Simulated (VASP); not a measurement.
# CdSe in VASP: further runs

Runs on CdSe. Level: PBE. Tasks: single point.

Program: VASP 6.6.1. These are calculated values, not measurements. Logs are shortened: lines on timing, memory, paths and dates and some standing lists are left out, and cuts for length are marked.

**1. The cell of the first run**

It takes space group F-43m (No. 216, cubic). The conventional cell has a = 6.397 Å, b = 6.397 Å, c = 6.397 Å, α = 90.00°, β = 90.00°, γ = 90.00°. Within 3.7 Å of Cd (site symmetry -43m) lie 4 Se at 2.77 Å. Within 3.7 Å of Se (site symmetry -43m) lie 4 Cd at 2.77 Å.

**2. Single point, PBE (volume scaled by 1.10)**

File INCAR:

```
PREC     = Accurate       # precision mode
ENCUT    = 520            # plane-wave cutoff, eV
EDIFF    = 1E-6           # SCF threshold, eV
ISMEAR   = 0              # smearing method
SIGMA    = 0.02           # smearing width, eV
LREAL    = False          # projectors in reciprocal space
LASPH    = True           # aspherical terms in the spheres
NELM     = 100            # most SCF steps
ALGO     = Normal         # electronic algorithm
ISIF     = 2              # what is computed and relaxed
LWAVE    = False          # write WAVECAR
LCHARG   = False          # write CHGCAR
GGA      = PE             # functional
NBANDS   = 16             # bands
```

File KPOINTS:

```
regular mesh
0
Gamma
  10 10 10
```

File POSCAR:

```
CdSe
1.0
    0.0000000000      3.1984318564      3.1984318564
    3.1984318564      0.0000000000      3.1984318564
    3.1984318564      3.1984318564      0.0000000000
Cd Se
1 1
Direct
    0.0000000000      0.0000000000      0.0000000000
    0.7500000000      0.7500000000      0.7500000000
```

Potentials or basis: VASP PAW PBE potentials, release 64 (Cd, Se).

Run with:

```
$ cat potpaw_PBE.64/Cd/POTCAR potpaw_PBE.64/Se/POTCAR > POTCAR
$ mpirun -np 1 vasp_std > vasp.out
```

OUTCAR:

```text
PREC = Accurate
   ENCUT = 520
   EDIFF = 1E-6
   ISMEAR = 0
   LREAL = False
   LASPH = True
   NELM = 100
   ISIF = 2
   GGA = PE

 ion  position               nearest neighbor table
   1  0.000  0.000  0.000-   2 2.77   2 2.77   2 2.77   2 2.77
   2  0.750  0.750  0.750-   1 2.77   1 2.77   1 2.77   1 2.77

  LATTYP: Found a face centered cubic cell.
 ALAT       =     6.3968637128

  Lattice vectors:

 A1 = (   0.0000000000,   3.1984318564,   3.1984318564)
 A2 = (   3.1984318564,   0.0000000000,   3.1984318564)
 A3 = (   3.1984318564,   3.1984318564,   0.0000000000)

Analysis of symmetry for initial positions (statically):
=====================================================================
 Subroutine PRICEL returns:
 Original cell was already a primitive cell.

 Routine SETGRP: Setting up the symmetry group for a
 face centered cubic supercell.

 Subroutine GETGRP returns: Found 24 space group operations
 (whereof 24 operations were pure point group operations)
 out of a pool of 48 trial point group operations.

The static configuration has the point symmetry T_d .

Analysis of symmetry for dynamics (positions and initial velocities):
=====================================================================
 Subroutine PRICEL returns:
 Original cell was already a primitive cell.

 Routine SETGRP: Setting up the symmetry group for a
 face centered cubic supercell.

 Subroutine GETGRP returns: Found 24 space group operations
 (whereof 24 operations were pure point group operations)
 out of a pool of 48 trial point group operations.

The dynamic configuration has the point symmetry T_d .

 Subroutine INISYM returns: Found 24 space group operations
 (whereof 24 operations are pure point group operations),
 and found     1 'primitive' translations

----------------------------------------------------------------------------------------

                                     Primitive cell

  volume of cell :      65.4397

  direct lattice vectors                    reciprocal lattice vectors
     0.000000000  3.198431856  3.198431856    -0.156326607  0.156326607  0.156326607
     3.198431856  0.000000000  3.198431856     0.156326607 -0.156326607  0.156326607
     3.198431856  3.198431856  0.000000000     0.156326607  0.156326607 -0.156326607

  length of vectors
     4.523265710  4.523265710  4.523265710     0.270765626  0.270765626  0.270765626

  position of ions in fractional coordinates (direct lattice)
     0.000000000  0.000000000  0.000000000
     0.750000000  0.750000000  0.750000000

  ion indices of the primitive-cell ions
   primitive index   ion index
                 1           1
                 2           2

----------------------------------------------------------------------------------------

 KPOINTS: regular mesh

Automatic generation of k-mesh.
 Grid dimensions read from file:
 generate k-points for:   10   10   10

 Generating k-lattice:

  Cartesian coordinates                     Fractional coordinates (reciprocal lattice)
    -0.015632661  0.015632661  0.015632661     0.100000000  0.000000000  0.000000000
     0.015632661 -0.015632661  0.015632661     0.000000000  0.100000000  0.000000000
     0.015632661  0.015632661 -0.015632661     0.000000000  0.000000000  0.100000000

  Length of vectors
     0.027076563  0.027076563  0.027076563

  Shift w.r.t. Gamma in fractional coordinates (k-lattice)
     0.000000000  0.000000000  0.000000000

 Subroutine IBZKPT returns following result:
 ===========================================

 Found     47 irreducible k-points:

 Following reciprocal coordinates:
            Coordinates               Weight
  0.000000  0.000000  0.000000      1.000000
  0.100000  0.000000  0.000000      8.000000
  0.200000  0.000000  0.000000      8.000000
  0.300000  0.000000  0.000000      8.000000
  0.400000  0.000000  0.000000      8.000000
  0.500000  0.000000  0.000000      4.000000
[... 16 lines left out ...]
  0.300000  0.300000  0.000000      6.000000
  0.400000  0.300000  0.000000     24.000000
 [... further k-points ...]
   k-points           NKPTS =     47   k-points in BZ     NKDIM =     47   number of bands    NBANDS=     16
   number of dos      NEDOS =    301   number of ions     NIONS =      2
   total plane-waves  NPLWV =  46656
   dimension x,y,z NGX =    36 NGY =   36 NGZ =   36
   dimension x,y,z NGXF=    72 NGYF=   72 NGZF=   72
   ions per type =               1   1
   NGX,Y,Z   is equivalent  to a cutoff of  13.23, 13.23, 13.23 a.u.
   NGXF,Y,Z  is equivalent  to a cutoff of  26.46, 26.46, 26.46 a.u.
 SYSTEM =  unknown system
   PREC   = accura    normal or accurate (medium, high low for compatibility)
   ISTART =      0    job   : 0-new  1-cont  2-samecut
   ICHARG =      2    charge: 1-file 2-atom 10-const
   ISPIN  =      1    spin polarized calculation?
   LNONCOLLINEAR =      F non collinear calculations
   LSORBIT =      F    spin-orbit coupling
   LASPH  =      T    aspherical Exc in radial PAW
   ENCUT  =  520.0 eV  38.22 Ry    6.18 a.u.   8.41  8.41  8.41*2*pi/ulx,y,z
   NELM   =    100;   NELMIN=  2; NELMDL= -5     # of ELM steps
   EDIFF  = 0.1E-05   stopping-criterion for ELM
   LREAL  =      F    real-space projection
   EDIFFG = 0.1E-04   stopping-criterion for IOM
   NSW    =      0    number of steps for IOM
   IBRION =     -1    ionic relax: 0-MD 1-quasi-New 2-CG
   NFREE  =      0    steps in history (QN), initial steepest desc. (CG)
   ISIF   =      2    stress and relaxation
   ISYM   =      2    0-nonsym 1-usesym 2-fastsym
   POTIM  = 0.5000    time-step for ionic-motion
   TEBEG  =    0.0;   TEEND  =   0.0 temperature during run
   PSTRESS=    0.0 pullay stress
   NELECT =      18.0000    total number of electrons
   NUPDOWN=      -1.0000    fix difference up-down
   EMIN   =  10.00;   EMAX   =-10.00  energy-range for DOS
   EFERMI =   0.00;   METHOD = LEGACY
   ISMEAR =     0;   SIGMA  =   0.02  broadening in eV -4-tet -1-fermi 0-gaus
   EFERMI_NEDOS =   21; number of points for ismear=-14 and -15
   IALGO  =     38    algorithm
   IMIX   =      4    mixing-type and parameters
     AMIX     =   0.40;   BMIX     =  1.00
     AMIX_MAG =   1.60;   BMIX_MAG =  1.00
  volume/ion in A,a.u.               =      32.72       220.80
  Fermi-wavevector in a.u.,A,eV,Ry     =   1.064679  2.011951 15.422758  1.133541
  Thomas-Fermi vector in A             =   2.200205
   LORBIT       =      0    0 simple, 1 ext, 2 COOP (PROOUT), +10 PAW based schemes
   GGA     = PE    functional components
   LHFCALC =     F    Hartree Fock is set to
   AEXX    =    0.0000 exact exchange contribution
   IVDW    =     0    specifies the selected vdW correction
   LEPSILON=     F    determine dielectric tensor
   LRPA    =     F    only Hartree local field effects (RPA)
 non-spin polarized calculation
 Gauss-broadening in eV      SIGMA  =   0.02
  energy-cutoff  :      520.00
  volume of cell :       65.44
 maximum number of plane-waves:      1807
 NGX is ok and might be reduce to    36
   NGX = 17   NGY = 17   NGZ = 17

 number of electron      17.9999996 magnetization

 Free energy of the ion-electron system (eV)
  ---------------------------------------------------
  ext. energy  EPLUGINS =         0.00000000
  ---------------------------------------------------
  free energy    TOTEN  =        -5.43760955 eV

  energy without entropy =       -5.43760955  energy(sigma->0) =       -5.43760955

 E-fermi :   0.0128     XC(G=0):  -8.2170

 val. band max:       -0.1436535478   @ k =   0.0000   0.0000   0.0000
 cond. band min:       0.1518137003   @ k =   0.0000   0.0000   0.0000
 fundamental gap:      0.2954672480
 Fermi energy:         0.0128198379

 k-point     1 :       0.0000    0.0000    0.0000
  band No.  band energies     occupation
      1     -12.0054      2.00000
      2      -7.6883      2.00000
      3      -7.6883      2.00000
      4      -7.6883      2.00000
      5      -7.4533      2.00000
      6      -7.4533      2.00000
[... 8 lines left out ...]
     15      10.5985      0.00000
     16      10.5985      0.00000

 k-point     2 :       0.1000    0.0000    0.0000
  band No.  band energies     occupation
      1     -11.9814      2.00000
      2      -7.6811      2.00000
      3      -7.6811      2.00000
      4      -7.6637      2.00000
      5      -7.4536      2.00000
      6      -7.4536      2.00000
[... 8 lines left out ...]
     15      10.0878      0.00000
     16      10.0878      0.00000

 k-point     3 :       0.2000    0.0000    0.0000
  band No.  band energies     occupation
      1     -11.9182      2.00000
      2      -7.6633      2.00000
      3      -7.6633      2.00000
      4      -7.5873      2.00000
      5      -7.4530      2.00000
      6      -7.4530      2.00000
[... 8 lines left out ...]
     15       9.6943      0.00000
     16       9.8935      0.00000

 k-point     4 :       0.3000    0.0000    0.0000
  band No.  band energies     occupation
      1     -11.8395      2.00000
      2      -7.6443      2.00000
      3      -7.6443      2.00000
      4      -7.4619      2.00000
      5      -7.4489      2.00000
      6      -7.4488      2.00000
[... 8 lines left out ...]
     15       9.8937      0.00000
     16       9.8937      0.00000

 k-point     5 :       0.4000    0.0000    0.0000
  band No.  band energies     occupation
      1     -11.7756      2.00000
      2      -7.6320      2.00000
      3      -7.6320      2.00000
      4      -7.4420      2.00000
      5      -7.4420      2.00000
      6      -7.3233      2.00000
[... 8 lines left out ...]
     15      10.6805      0.00000
     16      10.6805      0.00000

 k-point     6 :       0.5000    0.0000    0.0000
  band No.  band energies     occupation
      1     -11.7511      2.00000
      2      -7.6281      2.00000
      3      -7.6281      2.00000
      4      -7.4384      2.00000
      5      -7.4384      2.00000
      6      -7.2576      2.00000
[... 8 lines left out ...]
     15      11.4638      0.00000
     16      11.4638      0.00000
[... 267 lines left out ...]
 k-point    21 :      -0.3000    0.2000    0.0000
  band No.  band energies     occupation
      1     -11.7529      2.00000
      2      -7.6121      2.00000
      3      -7.6112      2.00000
      4      -7.4557      2.00000
      5      -7.4544      2.00000
      6      -7.2948      2.00000
[... 8 lines left out ...]
     15      10.4177      0.00000
     16      11.7820      0.00000

 k-point    22 :      -0.2000    0.2000    0.0000
  band No.  band energies     occupation
      1     -11.8129      2.00000
      2      -7.6338      2.00000
      3      -7.6234      2.00000
      4      -7.4712      2.00000
      5      -7.4612      2.00000
      6      -7.4030      2.00000
[... 8 lines left out ...]
     15      10.5512      0.00000
     16      11.5563      0.00000

 k-point    23 :       0.3000    0.3000    0.0000
  band No.  band energies     occupation
      1     -11.7859      2.00000
      2      -7.5858      2.00000
      3      -7.5858      2.00000
      4      -7.5401      2.00000
      5      -7.4292      2.00000
      6      -7.4091      2.00000
[... 8 lines left out ...]
     15      11.3402      0.00000
     16      12.7632      0.00000

 k-point    24 :       0.4000    0.3000    0.0000
  band No.  band energies     occupation
      1     -11.7360      2.00000
      2      -7.5769      2.00000
      3      -7.5658      2.00000
      4      -7.5236      2.00000
      5      -7.4254      2.00000
      6      -7.3249      2.00000
[... 8 lines left out ...]
     15      11.6823      0.00000
     16      12.5795      0.00000

 [... further k-points ...]

------------------------ aborting loop because EDIFF is reached ----------------------------------------

  FORCE on cell =-STRESS in cart. coord.  units (eV):
  Direction    XX          YY          ZZ          XY          YZ          ZX
  --------------------------------------------------------------------------------------
  -------------------------------------------------------------------------------------
  Total       -1.3305992     -1.3305992     -1.3305992      0.0000000     -0.0000000      0.0000000
  in kB      -32.5774080    -32.5774080    -32.5774080      0.0000000     -0.0000000      0.0000000
  external PRESSURE =     -32.5774080 kB  Pullay stress =       0.0000000 kB

 VOLUME and BASIS-vectors are now :
 -----------------------------------------------------------------------------
  energy-cutoff  :      520.00
  volume of cell :       65.44
      direct lattice vectors                 reciprocal lattice vectors
     0.000000000  3.198431856  3.198431856    -0.156326607  0.156326607  0.156326607
     3.198431856  0.000000000  3.198431856     0.156326607 -0.156326607  0.156326607
     3.198431856  3.198431856  0.000000000     0.156326607  0.156326607 -0.156326607

 POSITION                                       TOTAL-FORCE (eV/Angst)
 -----------------------------------------------------------------------------------
      0.00000      0.00000      0.00000         0.000000      0.000000      0.000000
      4.79765      4.79765      4.79765        -0.000000     -0.000000     -0.000000
 -----------------------------------------------------------------------------------
    total drift:                                0.000000      0.000000      0.000000

  FREE ENERGIE OF THE ION-ELECTRON SYSTEM (eV)
  ---------------------------------------------------
  free  energy   TOTEN  =        -5.4376095491 eV

  energy  without entropy=       -5.4376095491  energy(sigma->0) =       -5.43760955
```

It took 34 s on 1 thread of Intel Xeon Platinum 8259CL at 2.50GHz (Skylake/Cascade Lake), shared host; peak memory 0.23 GiB.

What came out:

* Free energy: -5.4376 eV
* Pressure: -3.3 GPa
* Band gap on the k mesh: 0.30 eV, direct

**3. Single point, PBE (strained)**

File INCAR:

```
SYSTEM = CdSe
PREC     = Accurate       ! precision mode
ENCUT    = 520            ! plane-wave cutoff, eV
EDIFF    = 1E-7           ! SCF threshold, eV
ISMEAR   = 0              ! smearing method
SIGMA    = 0.05           ! smearing width, eV
LREAL    = .FALSE.        ! projectors in reciprocal space
LASPH    = .TRUE.         ! aspherical terms in the spheres
NELM     = 80             ! most SCF steps
ALGO     = Normal         ! electronic algorithm
ISIF     = 2              ! what is computed and relaxed
LWAVE    = .FALSE.        ! write WAVECAR
LCHARG   = .FALSE.        ! write CHGCAR
GGA      = PE             ! functional
NBANDS   = 16             ! bands
```

File KPOINTS:

```
regular mesh
0
G
  10 10 10
  0 0 0
```

File POSCAR:

```
CdSe
1.0
    0.0000000000      3.1386154355      3.1386154355
    3.1386154355      0.0000000000      3.1386154355
    3.1386154355      3.1386154355      0.0000000000
Cd Se
1 1
Direct
    0.0000000000      0.0000000000      0.0000000000
    0.7500000000      0.7500000000      0.7500000000
```

Potentials or basis: VASP PAW PBE potentials, release 64 (Cd, Se).

Run with:

```
$ cat potpaw_PBE.64/Cd/POTCAR potpaw_PBE.64/Se/POTCAR > POTCAR
$ mpirun -np 1 vasp_std > vasp.out
```

It took 23 s on 1 thread of Intel Xeon 6975P-C (Granite Rapids), shared host; peak memory 0.22 GiB.

It converged, with:

```yaml
Free_energy: -5.4911 eV
Pressure: -1.4 GPa
Band_gap_on_the_k_mesh: 0.41 eV, direct
```

Levels at points of the mesh, in eV from the valence-band top:
| k point | band 5 | band 6 | band 7 | band 8 | band 9 | band 10 | band 11 | band 12 | band 13 | band 14 |
| --- | --- | --- | --- | --- | --- | --- | --- | --- | --- | --- |
| (0.00, 0.00, 0.00) | -7.38 | -7.38 | 0.00 | 0.00 | 0.00 | 0.41 | 5.92 | 5.92 | 5.92 | 9.40 |
| (0.50, 0.00, 0.00) | -7.36 | -7.15 | -3.87 | -0.62 | -0.62 | 2.26 | 6.40 | 6.40 | 7.13 | 9.79 |
| (0.50, 0.50, 0.00) | -7.34 | -7.10 | -3.67 | -1.55 | -1.55 | 3.30 | 3.63 | 8.69 | 9.66 | 9.66 |

Caveat: the cell differs from its parent crystal (strained).

**4. Single point, PBE (strained)**

File INCAR:

```
SYSTEM = CdSe
ALGO = Normal
EDIFF = 1E-7
ENCUT = 520
GGA = PE
ISIF = 2
ISMEAR = 0
LASPH = .True.
LCHARG = .False.
LREAL = .False.
LWAVE = .False.
NBANDS = 16
NELM = 80
PREC = Accurate
SIGMA = 0.05
```

File KPOINTS:

```
k-points
0
Gamma
  10 10 10
  0 0 0
```

File POSCAR:

```
CdSe
1.0
    0.0000000000      2.9839044698      2.9839044698
    3.0760126057      0.0000000000      2.9839044698
    3.0760126057      2.9839044698      0.0000000000
Cd Se
1 1
Direct
    0.0000000000      0.0000000000      0.0000000000
    0.7500000000      0.7500000000      0.7500000000
```

Run with:

```
$ cat potpaw_PBE.64/Cd/POTCAR potpaw_PBE.64/Se/POTCAR > POTCAR
$ mpirun -np 1 vasp_std > vasp.out
```

It took 25 s on 1 thread of Intel Xeon 6975P-C (Granite Rapids), shared host; peak memory 0.23 GiB.

The run converged. Its results:

* Free energy: -5.4292 eV
* Pressure: 4.8 GPa
* Band gap on the k mesh: 0.63 eV, direct

Stress tensor (GPa, compression positive):
```
4.51 0.00 0.00
0.00 4.93 0.00
0.00 0.00 4.93
```

Levels at points of the mesh, in eV from the valence-band top:
| k point | band 5 | band 6 | band 7 | band 8 | band 9 | band 10 | band 11 | band 12 | band 13 | band 14 |
| --- | --- | --- | --- | --- | --- | --- | --- | --- | --- | --- |
| (0.00, 0.00, 0.00) | -7.66 | -7.65 | -0.10 | 0.00 | 0.00 | 0.63 | 5.91 | 5.91 | 5.91 | 9.86 |
| (0.50, 0.00, 0.00) | -7.63 | -7.34 | -4.58 | -0.89 | -0.75 | 2.39 | 6.32 | 6.53 | 7.47 | 10.09 |
| (0.50, 0.50, 0.00) | -7.59 | -7.26 | -4.18 | -2.04 | -1.99 | 3.02 | 3.66 | 9.30 | 10.14 | 10.49 |
| (0.00, 0.50, 0.50) | -7.60 | -7.31 | -4.35 | -1.89 | -1.89 | 3.13 | 3.92 | 9.02 | 10.37 | 10.37 |

Caveat: the cell differs from its parent crystal (strained).

**5. Overview**

```csv
cell,smearing,gap on the mesh (eV),pressure (GPa)
"a = 4.523 Å, angles 60.0°, 2 atoms",gaussian 0.02 eV,0.30,-3.3
"a = 4.439 Å, angles 60.0°, 2 atoms",gaussian 0.05 eV,0.41,-1.4
"a = 4.220, b = 4.286, c = 4.286 Å, angles 59.0, 60.5, 60.5°, 2 atoms",gaussian 0.05 eV,0.63,4.8
```

Alike in all rows: task single point; level PBE; potentials or basis VASP PAW PBE potentials, release 64 (Cd, Se); no spin polarisation; k mesh 10 × 10 × 10; cutoff (eV) 520.

Absolute energies hang on the potentials; compare differences alone.
